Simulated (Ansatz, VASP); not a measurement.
GaAs: VASP beside Ansatz

INCAR

```
SYSTEM = GaAs
PREC     = Accurate       ! precision mode
ENCUT    = 500            ! plane-wave cutoff, eV
EDIFF    = 1E-6           ! SCF threshold, eV
ISMEAR   = -1             ! smearing method
SIGMA    = 0.15           ! smearing width, eV
LREAL    = .FALSE.        ! projectors in reciprocal space
LASPH    = .TRUE.         ! aspherical terms in the spheres
NELM     = 120            ! most SCF steps
ALGO     = Normal         ! electronic algorithm
ISIF     = 2              ! what is computed and relaxed
LWAVE    = .FALSE.        ! write WAVECAR
LCHARG   = .FALSE.        ! write CHGCAR
GGA      = PS             ! functional
NBANDS   = 16             ! bands
GGA_COMPAT= .FALSE.
```

KPOINTS

```
Automatic mesh
0
G
  12 12 12
  0 0 0
```

File POSCAR:

```
GaAs
1.0
    3.3404000000      0.0000000000      0.0000000000
    0.0000000000      3.3404000000      0.0000000000
    0.0000000000      0.0000000000      3.3404000000
Ga As
1 1
Direct
    0.0000000000      0.0000000000      0.0000000000
    0.5000000000      0.5000000000      0.5000000000
```

Input for Ansatz:

```yaml
crystal:
  lattice:
    - [3.3404, 0.0, 0.0]
    - [0.0, 3.3404, 0.0]
    - [0.0, 0.0, 3.3404]
  atoms:
    - { symbol: Ga, position: [0.0, 0.0, 0.0] }
    - { symbol: As, position: [0.5, 0.5, 0.5] }
basis:
  ecutwfc: 420
kpoints:
  mp_grid: { grid: [12, 12, 12] }
hamiltonian:
  xc: pbesol
scf:
  occupations: { method: fermi_dirac, width: 0.15 }
output:
  forces: true
  stress: true
  eigenvalues: true
```

Alike in both runs: task single point; functional PBEsol; k mesh 12 × 12 × 12; occupations fermi-dirac, width 0.15 eV; no spin polarisation.

|  | VASP | Ansatz |
| --- | --- | --- |
| version | VASP 6.6.1 | Ansatz 0.2.0 |
| potentials or method | VASP PAW PBE potentials, release 64 (Ga_d, As), cutoff 500 eV | scalar-relativistic, plane waves, PAW |
| valence electrons in the cell | 18 | 28 |

VASP gave:

* gap on the k mesh at the Fermi level (eV): none
* pressure (GPa): -1.7

Problem. What did Ansatz give for the same quantities?

Solution. gap on the k mesh at the Fermi level (eV): none; pressure (GPa): -1.9.

VASP's potentials were made for PBE, not for PBEsol. A gap of «none» marks a metal or a gap that the smearing closes. The functional is the same, so the differences come from potentials, cutoffs and numerics. VASP's potentials hold 18 valence electrons a cell and Ansatz's 28, so a difference there can come from the potentials and not from the codes.
